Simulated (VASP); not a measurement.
Al2Si, 3 atoms in the cell. Symmetry: P4/mmm, No. 123, tetragonal system. The conventional cell has a = 2.763 Å, b = 2.763 Å, c = 5.702 Å, α = 90.00°, β = 90.00°, γ = 90.00°. Al (site symmetry 4mm) has 5 Al at 2.34 to 2.76 Å and 4 Si at 2.58 Å within 3.1 Å. Si (site symmetry 4/mmm) has 8 Al at 2.58 Å and 4 Si at 2.76 Å within 3.4 Å. 

| Property | Result |
| --- | --- |
| Program | VASP 6.6.1 |
| Task | single point |
| Functional | PBE |
| Potentials or basis | VASP PAW PBE potentials, release 64 (Al, Si) |
| Cutoff | 520 eV |
| k mesh | 6 × 6 × 4 |
| Occupations | gaussian, width 0.1 eV |
| Spin | no spin polarisation |
| Dipole correction | no |
| Further INCAR settings | ALGO = Normal; EDIFF = 1e-07; NBANDS = 12 |

Potentials or basis: VASP PAW PBE potentials, release 64 (Al, Si).

Command:

```sh
$ cat potpaw_PBE.64/Al/POTCAR potpaw_PBE.64/Si/POTCAR > POTCAR
$ mpirun -np 1 vasp_std > vasp.out
```

Hardware: 1 thread of Intel(R) Xeon(R) 6975P-C (Granite Rapids) (shared host).

Problem. Estimate the wall time of this run.

Solution. Wall time 4.9 s on 1 thread of Intel(R) Xeon(R) 6975P-C (Granite Rapids), on a shared host, peak memory 0.15 GiB. Counts: scf iterations 12, k points 30.
